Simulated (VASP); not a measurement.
Crystal: FeAu.

```
CELL_PARAMETERS angstrom
1.41175 0.81507 4.46945
-1.41175 0.81507 4.46945
0.00000 -1.63015 4.46945
ATOMIC_POSITIONS crystal
Au 0.00000 0.00000 0.00000
Fe 0.50000 0.50000 0.50000
```

Base run:

- Program: VASP 6.6.1
- Functional: PBE
- Potentials or basis: VASP PAW PBE potentials, release 64 (Au, Fe)
- Cutoff: 520 eV
- k mesh: 11 × 11 × 11
- Occupations: fermi-dirac, width 0.05 eV
- Spin: collinear spin, ferromagnetic start
- Starting moments: [0.0, 3.0] μB

Its results: pressure -1.3 GPa.

Q: The run is repeated on the same cell with these changes: spin from collinear spin, ferromagnetic start to no spin polarisation; further incar settings from ALGO = Normal; EDIFF = 1e-07; NBANDS = 20 to ALGO = Fast; EDIFF = 1e-06; NBANDS = 16. What comes out?

A: Pressure -11.4 GPa.

Caveats: the cell stands under tension (at least some runs).
